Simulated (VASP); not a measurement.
Write the native input for VASP 6.6.1 that does the following.

```yaml
Task: single point
Functional: PBE
Dispersion: D3(BJ)
Potentials_or_basis: VASP PAW PBE potentials, release 64 (W_sv, C, H)
Cutoff: 520 eV
k_mesh: 5 × 5 × 1
Occupations: fermi-dirac, width 0.15 eV
Spin: no spin polarisation
Dipole_correction: no
Further_INCAR_settings: LREAL = Auto; ALGO = Normal; EDIFF = 1e-06; NBANDS = 92
```

The structure of H4W8C9 lies in POSCAR:

```
H4W8C9
1.0
    5.8072000000      0.0000000000      0.0000000000
   -2.9036000000      5.0291830000      0.0000000000
    0.0000000000      0.0000000000     15.2420000000
W C H
8 9 4
Direct
    0.0000000000      0.0000000000      0.0656081879
   -0.0001797860     -0.0000785416      0.2532267419
   -0.0000000497      0.4999999006      0.0656081879
   -0.0000006508      0.5000937528      0.2532809343
    0.5000000000      0.0000000000      0.0656081879
    0.5000075059      0.0000053687      0.2531550978
    0.4999999503      0.4999999006      0.0656081879
    0.5000395485      0.5001758735      0.2531585750
    0.3333014174      0.1666775697      0.1519944233
    0.3332936134      0.1667435844      0.3257840178
    0.3332980479      0.6666728970      0.1520175174
    0.3335457799      0.6668763097      0.3260316231
    0.8333507238      0.1666887047      0.1520222412
    0.8331942290      0.1666043968      0.3259944233
    0.8333493840      0.6667104776      0.1520356909
    0.8331418196      0.6666645457      0.3260964440
    0.5498735377      0.2433767075      0.5255650177
    0.7023794727      0.4082521952      0.4868654376
    0.3530221939      0.2052564005      0.5049368849
    0.5643336755      0.0648379667      0.5141547697
    0.5788696658      0.2952465639      0.5953811180
```

One way to write it, as run:

INCAR

```
  PREC = Accurate
  ENCUT = 520
  EDIFF = 1E-6
  ISMEAR = -1
  SIGMA = 0.15
  LREAL = Auto
  LASPH = True
  NELM = 100
  ALGO = Normal
  ISIF = 2
  LWAVE = False
  LCHARG = True
  GGA = PE
  IVDW = 12
  LELF = True
  LVHAR = True
  NBANDS = 92
```

KPOINTS

```
regular mesh
0
Gamma
  5 5 1
```

Potentials or basis: VASP PAW PBE potentials, release 64 (W_sv, C, H).

Command:

```bash
$ cat potpaw_PBE.64/W_sv/POTCAR potpaw_PBE.64/C/POTCAR potpaw_PBE.64/H/POTCAR > POTCAR
$ mpirun -np 1 vasp_std > vasp.out
```

Results of the run:

| Property | Result |
| --- | --- |
| Largest force | 0.100 eV/Å |
| Band gap on the k mesh | zero (bands 76 and 77 overlap by 0.69 eV) |
| Dispersion energy per atom | -0.236 eV |

Caveat: there is no dipole correction, which matters where the two faces differ; spin-orbit coupling is left out, which moves the levels of the heavy elements.

It took 35 min on 1 thread of Intel Xeon 8259CL, with other jobs on the host, peak memory 0.78 GiB.
